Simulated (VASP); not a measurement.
# ZnSe (Pm-3m) in VASP: notebook

The runs below take ZnSe through single point, with PBE, PBEsol.

All numbers are computed with VASP 6.6.1; they aren't measurements. Logs are shortened: lines on timing, memory, paths and dates and some standing lists are left out, and cuts for length are marked.

## Step 1: The cell of the first run

The structure is cubic, space group Pm-3m (No. 221). The conventional cell has a = 3.325 Å, b = 3.325 Å, c = 3.325 Å, α = 90.00°, β = 90.00°, γ = 90.00°. Within 3.8 Å of Zn (site symmetry m-3m) lie 8 Se at 2.88 Å and 6 Zn at 3.33 Å. Se (site symmetry m-3m) has 8 Zn at 2.88 Å and 6 Se at 3.33 Å within 3.8 Å.

## Step 2: Single point, PBE

INCAR

```
SYSTEM = ZnSe
PREC     = Accurate       ! precision mode
ENCUT    = 500            ! plane-wave cutoff, eV
EDIFF    = 1E-6           ! SCF threshold, eV
ISMEAR   = -1             ! smearing method
SIGMA    = 0.02           ! smearing width, eV
LREAL    = .FALSE.        ! projectors in reciprocal space
LASPH    = .TRUE.         ! aspherical terms in the spheres
NELM     = 120            ! most SCF steps
ALGO     = Normal         ! electronic algorithm
ISIF     = 2              ! what is computed and relaxed
LWAVE    = .FALSE.        ! write WAVECAR
LCHARG   = .FALSE.        ! write CHGCAR
GGA      = PE             ! functional
NBANDS   = 16             ! bands
GGA_COMPAT= .FALSE.
```

KPOINTS

```
regular mesh
0
G
  4 4 4
  0 0 0
```

POSCAR

```
ZnSe
1.0
    3.3251530431      0.0000000000      0.0000000000
    0.0000000000      3.3251530431      0.0000000000
    0.0000000000      0.0000000000      3.3251530431
Zn Se
1 1
Direct
    0.0000000000      0.0000000000      0.0000000000
    0.5000000000      0.5000000000      0.5000000000
```

Potentials or basis: VASP PAW PBE potentials, release 64 (Zn, Se).

Run with:

```sh
cat potpaw_PBE.64/Zn/POTCAR potpaw_PBE.64/Se/POTCAR > POTCAR
mpirun -np 1 vasp_std > vasp.out
```

OUTCAR:

```text
SYSTEM = ZnSe
   PREC = Accurate
   ENCUT = 500
   EDIFF = 1E-6
   ISMEAR = -1
   LREAL = .FALSE.
   LASPH = .TRUE.
   NELM = 120
   ISIF = 2
   GGA = PE

 ion  position               nearest neighbor table
   1  0.000  0.000  0.000-   2 2.88   2 2.88   2 2.88   2 2.88   2 2.88   2 2.88   2 2.88   2 2.88

   2  0.500  0.500  0.500-   1 2.88   1 2.88   1 2.88   1 2.88   1 2.88   1 2.88   1 2.88   1 2.88

  LATTYP: Found a simple cubic cell.
 ALAT       =     3.3251530431

  Lattice vectors:

 A1 = (   3.3251530431,   0.0000000000,   0.0000000000)
 A2 = (   0.0000000000,   3.3251530431,   0.0000000000)
 A3 = (   0.0000000000,   0.0000000000,   3.3251530431)

Analysis of symmetry for initial positions (statically):
=====================================================================
 Subroutine PRICEL returns:
 Original cell was already a primitive cell.

 Routine SETGRP: Setting up the symmetry group for a
 simple cubic supercell.

 Subroutine GETGRP returns: Found 48 space group operations
 (whereof 48 operations were pure point group operations)
 out of a pool of 48 trial point group operations.

The static configuration has the point symmetry O_h .

Analysis of symmetry for dynamics (positions and initial velocities):
=====================================================================
 Subroutine PRICEL returns:
 Original cell was already a primitive cell.

 Routine SETGRP: Setting up the symmetry group for a
 simple cubic supercell.

 Subroutine GETGRP returns: Found 48 space group operations
 (whereof 48 operations were pure point group operations)
 out of a pool of 48 trial point group operations.

The dynamic configuration has the point symmetry O_h .

 Subroutine INISYM returns: Found 48 space group operations
 (whereof 48 operations are pure point group operations),
 and found     1 'primitive' translations

----------------------------------------------------------------------------------------

                                     Primitive cell

  volume of cell :      36.7650

  direct lattice vectors                    reciprocal lattice vectors
     3.325153043  0.000000000  0.000000000     0.300738037  0.000000000  0.000000000
     0.000000000  3.325153043  0.000000000     0.000000000  0.300738037  0.000000000
     0.000000000  0.000000000  3.325153043     0.000000000  0.000000000  0.300738037

  length of vectors
     3.325153043  3.325153043  3.325153043     0.300738037  0.300738037  0.300738037

  position of ions in fractional coordinates (direct lattice)
     0.000000000  0.000000000  0.000000000
     0.500000000  0.500000000  0.500000000

  ion indices of the primitive-cell ions
   primitive index   ion index
                 1           1
                 2           2

----------------------------------------------------------------------------------------

 KPOINTS: regular mesh

Automatic generation of k-mesh.
 Grid dimensions read from file:
 generate k-points for:    4    4    4

 Generating k-lattice:

  Cartesian coordinates                     Fractional coordinates (reciprocal lattice)
     0.075184509  0.000000000  0.000000000     0.250000000  0.000000000  0.000000000
     0.000000000  0.075184509  0.000000000     0.000000000  0.250000000  0.000000000
     0.000000000  0.000000000  0.075184509     0.000000000  0.000000000  0.250000000

  Length of vectors
     0.075184509  0.075184509  0.075184509

  Shift w.r.t. Gamma in fractional coordinates (k-lattice)
     0.000000000  0.000000000  0.000000000

 Subroutine IBZKPT returns following result:
 ===========================================

 Found     10 irreducible k-points:

 Following reciprocal coordinates:
            Coordinates               Weight
  0.000000  0.000000  0.000000      1.000000
  0.250000  0.000000  0.000000      6.000000
  0.500000  0.000000  0.000000      3.000000
  0.250000  0.250000  0.000000     12.000000
  0.500000  0.250000  0.000000     12.000000
  0.500000  0.500000  0.000000      3.000000
  0.250000  0.250000  0.250000      8.000000
  0.500000  0.250000  0.250000     12.000000
  0.500000  0.500000  0.250000      6.000000
  0.500000  0.500000  0.500000      1.000000
   k-points           NKPTS =     10   k-points in BZ     NKDIM =     10   number of bands    NBANDS=     16
   number of dos      NEDOS =    301   number of ions     NIONS =      2
   total plane-waves  NPLWV =  13824
   dimension x,y,z NGX =    24 NGY =   24 NGZ =   24
   dimension x,y,z NGXF=    48 NGYF=   48 NGZF=   48
   ions per type =               1   1
   NGX,Y,Z   is equivalent  to a cutoff of  12.00, 12.00, 12.00 a.u.
   NGXF,Y,Z  is equivalent  to a cutoff of  24.00, 24.00, 24.00 a.u.
 SYSTEM =  ZnSe
   PREC   = accura    normal or accurate (medium, high low for compatibility)
   ISTART =      0    job   : 0-new  1-cont  2-samecut
   ICHARG =      2    charge: 1-file 2-atom 10-const
   ISPIN  =      1    spin polarized calculation?
   LNONCOLLINEAR =      F non collinear calculations
   LSORBIT =      F    spin-orbit coupling
   LASPH  =      T    aspherical Exc in radial PAW
   ENCUT  =  500.0 eV  36.75 Ry    6.06 a.u.   6.06  6.06  6.06*2*pi/ulx,y,z
   NELM   =    120;   NELMIN=  2; NELMDL= -5     # of ELM steps
   EDIFF  = 0.1E-05   stopping-criterion for ELM
   LREAL  =      F    real-space projection
   EDIFFG = 0.1E-04   stopping-criterion for IOM
   NSW    =      0    number of steps for IOM
   IBRION =     -1    ionic relax: 0-MD 1-quasi-New 2-CG
   NFREE  =      0    steps in history (QN), initial steepest desc. (CG)
   ISIF   =      2    stress and relaxation
   ISYM   =      2    0-nonsym 1-usesym 2-fastsym
   POTIM  = 0.5000    time-step for ionic-motion
   TEBEG  =    0.0;   TEEND  =   0.0 temperature during run
   PSTRESS=    0.0 pullay stress
   NELECT =      18.0000    total number of electrons
   NUPDOWN=      -1.0000    fix difference up-down
   EMIN   =  10.00;   EMAX   =-10.00  energy-range for DOS
   EFERMI =   0.00;   METHOD = LEGACY
   ISMEAR =    -1;   SIGMA  =   0.02  broadening in eV -4-tet -1-fermi 0-gaus
   EFERMI_NEDOS =   21; number of points for ismear=-14 and -15
   IALGO  =     38    algorithm
   IMIX   =      4    mixing-type and parameters
     AMIX     =   0.40;   BMIX     =  1.00
     AMIX_MAG =   1.60;   BMIX_MAG =  1.00
  volume/ion in A,a.u.               =      18.38       124.05
  Fermi-wavevector in a.u.,A,eV,Ry     =   1.290290  2.438295 22.651639  1.664849
  Thomas-Fermi vector in A             =   2.422131
   LORBIT       =      0    0 simple, 1 ext, 2 COOP (PROOUT), +10 PAW based schemes
   GGA     = PE    functional components
   LHFCALC =     F    Hartree Fock is set to
   AEXX    =    0.0000 exact exchange contribution
   IVDW    =     0    specifies the selected vdW correction
   LEPSILON=     F    determine dielectric tensor
   LRPA    =     F    only Hartree local field effects (RPA)
 non-spin polarized calculation
  energy-cutoff  :      500.00
  volume of cell :       36.77
 maximum number of plane-waves:       968
   NGX = 13   NGY = 13   NGZ = 13

 number of electron      17.9999961 magnetization

 Free energy of the ion-electron system (eV)
  ---------------------------------------------------
  ext. energy  EPLUGINS =         0.00000000
  ---------------------------------------------------
  free energy    TOTEN  =        -4.26048214 eV

  energy without entropy =       -4.25429463  energy(sigma->0) =       -4.25738839

 E-fermi :   4.7329     XC(G=0): -10.7812

 val. band max:        4.5314390589   @ k =   0.5000   0.0000   0.0000
 cond. band min:       4.7427295102   @ k =   0.5000   0.2500   0.0000
 fundamental gap:      0.2112904513
 Fermi energy:         4.7329440535

 k-point     1 :       0.0000    0.0000    0.0000
  band No.  band energies     occupation
      1     -10.3638      2.00000
      2      -3.1803      2.00000
      3      -3.1803      2.00000
      4      -2.8815      2.00000
      5      -2.8815      2.00000
      6      -2.8815      2.00000
[... 8 lines left out ...]
     15      15.3151      0.00000
     16      19.7567      0.00000

 k-point     2 :       0.2500    0.0000    0.0000
  band No.  band energies     occupation
      1      -9.8278      2.00000
      2      -3.1846      2.00000
      3      -3.1576      2.00000
      4      -2.9712      2.00000
      5      -2.9712      2.00000
      6      -2.8751      2.00000
[... 8 lines left out ...]
     15      15.0607      0.00000
     16      17.4193      0.00000

 k-point     3 :       0.5000    0.0000    0.0000
  band No.  band energies     occupation
      1      -9.0863      2.00000
      2      -3.7751      2.00000
      3      -3.1349      2.00000
      4      -3.0546      2.00000
      5      -3.0546      2.00000
      6      -2.8687      2.00000
[... 8 lines left out ...]
     15      14.6816      0.00000
     16      20.7980      0.00000

 k-point     4 :       0.2500    0.2500    0.0000
  band No.  band energies     occupation
      1      -9.3397      2.00000
      2      -3.1945      2.00000
      3      -3.0491      2.00000
      4      -3.0128      2.00000
      5      -2.9653      2.00000
      6      -2.9268      2.00000
[... 8 lines left out ...]
     15      16.3452      0.00000
     16      16.5341      0.00000

 k-point     5 :       0.5000    0.2500    0.0000
  band No.  band energies     occupation
      1      -8.6945      2.00000
      2      -3.2888      2.00000
      3      -3.0287      2.00000
      4      -3.0138      2.00000
      5      -2.9861      2.00000
      6      -2.9214      2.00000
[... 8 lines left out ...]
     15      16.9041      0.00000
     16      18.8285      0.00000

 k-point     6 :       0.5000    0.5000    0.0000
  band No.  band energies     occupation
      1      -8.2161      2.00000
      2      -3.0882      2.00000
      3      -2.9730      2.00000
      4      -2.9730      2.00000
      5      -2.7716      2.00000
      6      -2.7258      2.00000
[... 8 lines left out ...]
     15      15.1312      0.00000
     16      15.1312      0.00000

 k-point     7 :       0.2500    0.2500    0.2500
  band No.  band energies     occupation
      1      -8.8799      2.00000
      2      -3.1239      2.00000
      3      -3.1239      2.00000
      4      -2.9731      2.00000
      5      -2.9731      2.00000
      6      -2.9090      2.00000
[... 8 lines left out ...]
     15      15.7157      0.00000
     16      17.7226      0.00000

 k-point     8 :       0.5000    0.2500    0.2500
  band No.  band energies     occupation
      1      -8.2850      2.00000
      2      -3.2253      2.00000
      3      -3.2023      2.00000
      4      -2.9718      2.00000
      5      -2.8936      2.00000
      6      -2.8529      2.00000
[... 8 lines left out ...]
     15      16.4500      0.00000
     16      18.3518      0.00000

 k-point     9 :       0.5000    0.5000    0.2500
  band No.  band energies     occupation
      1      -7.7728      2.00000
      2      -3.2516      2.00000
      3      -3.2516      2.00000
      4      -2.9868      2.00000
      5      -2.9241      2.00000
      6      -2.7688      2.00000
[... 8 lines left out ...]
     15      20.1274      0.00000
     16      20.1274      0.00000

 k-point    10 :       0.5000    0.5000    0.5000
  band No.  band energies     occupation
      1      -7.1871      2.00000
      2      -3.4358      2.00000
      3      -3.4358      2.00000
      4      -3.4358      2.00000
      5      -2.7659      2.00000
      6      -2.7659      2.00000
[... 8 lines left out ...]
     15      23.5154      0.00000
     16      23.5154      0.00000

------------------------ aborting loop because EDIFF is reached ----------------------------------------

  FORCE on cell =-STRESS in cart. coord.  units (eV):
  Direction    XX          YY          ZZ          XY          YZ          ZX
  --------------------------------------------------------------------------------------
  -------------------------------------------------------------------------------------
  Total        0.8087759      0.8087759      0.8087759     -0.0000000     -0.0000000     -0.0000000
  in kB       35.2455145     35.2455145     35.2455145     -0.0000000     -0.0000000     -0.0000000
  external PRESSURE =      35.2455145 kB  Pullay stress =       0.0000000 kB

 VOLUME and BASIS-vectors are now :
 -----------------------------------------------------------------------------
  energy-cutoff  :      500.00
  volume of cell :       36.77
      direct lattice vectors                 reciprocal lattice vectors
     3.325153043  0.000000000  0.000000000     0.300738037  0.000000000  0.000000000
     0.000000000  3.325153043  0.000000000     0.000000000  0.300738037  0.000000000
     0.000000000  0.000000000  3.325153043     0.000000000  0.000000000  0.300738037

 POSITION                                       TOTAL-FORCE (eV/Angst)
 -----------------------------------------------------------------------------------
      0.00000      0.00000      0.00000         0.000000      0.000000      0.000000
      1.66258      1.66258      1.66258         0.000000      0.000000      0.000000
 -----------------------------------------------------------------------------------
    total drift:                                0.000000      0.000000      0.000000

  FREE ENERGIE OF THE ION-ELECTRON SYSTEM (eV)
  ---------------------------------------------------
  free  energy   TOTEN  =        -4.2604821429 eV

  energy  without entropy=       -4.2542946273  energy(sigma->0) =       -4.25738839
```

Run time: 2.8 s. Hardware: 1 thread of Intel Xeon 6975P-C (Granite Rapids), shared host; peak memory 0.13 GiB.

Results:

```
Free energy            : -4.2605 eV
Pressure               : 3.5 GPa
Band gap on the k mesh : zero (band 9 reaches 4.74 eV, above the bottom of band 10 at 2.86 eV)
```

Caveat: the k points lie up to 0.47 Å⁻¹ apart.

## Step 3: Single point, PBEsol

INCAR

```
PREC = Accurate ; ENCUT = 500
EDIFF = 1E-6 ; ISMEAR = -1
SIGMA = 0.02 ; LREAL = False
LASPH = True ; NELM = 120
ALGO = Normal ; ISIF = 2
LWAVE = False ; LCHARG = False
GGA = PS ; NBANDS = 16
GGA_COMPAT = False
```

KPOINTS

```
Automatic mesh
0
Gamma
  4 4 4
```

POSCAR is that of step 2.

Potentials or basis: VASP PAW PBE potentials, release 64 (Zn, Se).

Run with:

```sh
cat potpaw_PBE.64/Zn/POTCAR potpaw_PBE.64/Se/POTCAR > POTCAR
mpirun -np 1 vasp_std > vasp.out
```

Run time: 3 s. Hardware: 1 thread of Intel Xeon 6975P-C (Granite Rapids), shared host; peak memory 0.13 GiB.

It converged, with:

```yaml
Free_energy: -5.1026 eV
Pressure: -0.8 GPa
Band_gap_on_the_k_mesh: zero (band 9 reaches 4.60 eV, above the bottom of band 10 at 2.71 eV)
```

Levels at points of the mesh, in eV from the Fermi level:
| k point | band 7 | band 8 | band 9 | band 10 | band 11 | band 12 |
| --- | --- | --- | --- | --- | --- | --- |
| (0.00, 0.00, 0.00) | -1.87 | -1.69 | -1.69 | -1.69 | 5.16 | 5.16 |
| (0.50, 0.00, 0.00) | -6.97 | -0.19 | -0.19 | 2.58 | 3.73 | 5.91 |
| (0.50, 0.50, 0.00) | -5.76 | -5.76 | -2.87 | 0.26 | 7.25 | 7.25 |
| (0.50, 0.50, 0.50) | -3.25 | -3.25 | -3.25 | 0.32 | 0.32 | 0.32 |

Caveat: the k points lie up to 0.47 Å⁻¹ apart; the PAW data sets were made with another functional, which shifts forces and pressure a little.
